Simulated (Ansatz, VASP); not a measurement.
## Ni: VASP beside Ansatz

```
CELL_PARAMETERS angstrom
2.44802 0.00000 0.00000
-1.22401 2.12005 0.00000
0.00000 0.00000 4.07281
ATOMIC_POSITIONS crystal
Ni 0.33333 0.66667 0.25000
Ni 0.66667 0.33333 0.75000
```

Alike in both runs: task relaxation of cell and atoms; functional r2SCAN; dispersion D4; k mesh 13 × 13 × 7; occupations fermi-dirac, width 0.05 eV; collinear spin.

|  | VASP | Ansatz |
| --- | --- | --- |
| version | VASP 6.6.1 | Ansatz 0.2.0 |
| potentials or method | VASP PAW PBE potentials, release 64 (Ni), cutoff 600 eV | plane waves, PAW |
| valence electrons in the cell | 20 | 36 |

|  | VASP | Ansatz | Ansatz less VASP |
| --- | --- | --- | --- |
| net moment per atom (μB) | 0.67 | 0.68 | +0.009 |
| size of the moment on the site where the two differ most (μB) | 0.69 | 0.74 | +0.058 |
| relaxed volume (Å³/atom) | 10.44 | 10.43 | -0.009 |
| relaxed cell length with the largest relative difference (Å) | 4.071 | 4.068 | -0.0025 |

VASP's potentials were made for PBE, not for r2SCAN. Site moments also hang on the region over which each program counts them. VASP's potentials hold 20 valence electrons a cell and Ansatz's 36, so a difference there can come from the potentials and not from the codes.
